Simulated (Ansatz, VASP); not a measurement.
## BN in VASP and in Ansatz

INCAR

```
  ALGO = Normal
  EDIFF = 1E-7
  ENCUT = 520
  GGA = PE
  ISIF = 2
  ISMEAR = 0
  LASPH = T
  LCHARG = F
  LREAL = F
  LWAVE = F
  NBANDS = 16
  NELM = 60
  PREC = Accurate
  SIGMA = 0.05
```

KPOINTS

```
k-points
0
Gamma
  12 12 6
```

The input POSCAR:

```
BN
1.0
    2.5539396017      0.0000000000      0.0000000000
   -1.2769698009      2.2117765748      0.0000000000
    0.0000000000      0.0000000000      4.3959292000
B N
2 2
Direct
    0.6666666667      0.3333333333      0.9997240000
    0.3333333333      0.6666666667      0.4997240000
    0.6666666667      0.3333333333      0.6252760000
    0.3333333333      0.6666666667      0.1252760000
```

Input for Ansatz:

```yaml
crystal:
  lattice:
    - [2.5539396017, 0.0, 0.0]
    - [-1.2769698009, 2.2117765748, 0.0]
    - [0.0, 0.0, 4.3959292]
  atoms:
    - { symbol: B, position: [0.6666666667, 0.3333333333, 0.999724] }
    - { symbol: B, position: [0.3333333333, 0.6666666667, 0.499724] }
    - { symbol: "N", position: [0.6666666667, 0.3333333333, 0.625276] }
    - { symbol: "N", position: [0.3333333333, 0.6666666667, 0.125276] }
basis:
  ecutwfc: 420
kpoints:
  mp_grid: { grid: [12, 12, 6] }
hamiltonian:
  xc: pbe
scf:
  occupations: { method: gaussian, width: 0.05 }
output:
  forces: true
  stress: true
  eigenvalues: true
  write_density: true
  write_potential: true
  elf: true
  volumetric_format: npy
```

Change from the starting cell: strain +0.000 along x and y, +0.040 along z, atoms carried along.

Alike in both runs: task single point; functional PBE; k mesh 12 × 12 × 6; occupations gaussian, width 0.05 eV; no spin polarisation.

|  | VASP | Ansatz |
| --- | --- | --- |
| version | VASP 6.6.1 | Ansatz 0.2.0 |
| potentials or method | VASP PAW PBE potentials, release 64 (B, N), cutoff 520 eV | scalar-relativistic, plane waves, PAW |
| valence electrons in the cell | 16 | 16 |

Ansatz gave:

```
gap on the k mesh at the Fermi level (eV)                     : 5.13
least direct gap on the mesh (eV)                             : 7.02
pressure (GPa)                                                : -13.0
traceless stress, the component that is largest in VASP (GPa) : -22.37
rms of the force components (eV/Å)                            : 0.100
```

Q: What did VASP give for the same quantities?

A: gap on the k mesh at the Fermi level (eV): 5.12; least direct gap on the mesh (eV): 7.02; pressure (GPa): -12.9; traceless stress, the component that is largest in VASP (GPa): -22.55; rms of the force components (eV/Å): 0.094.

Atom by atom the forces differ by 0.006 eV/Å (rms over components).
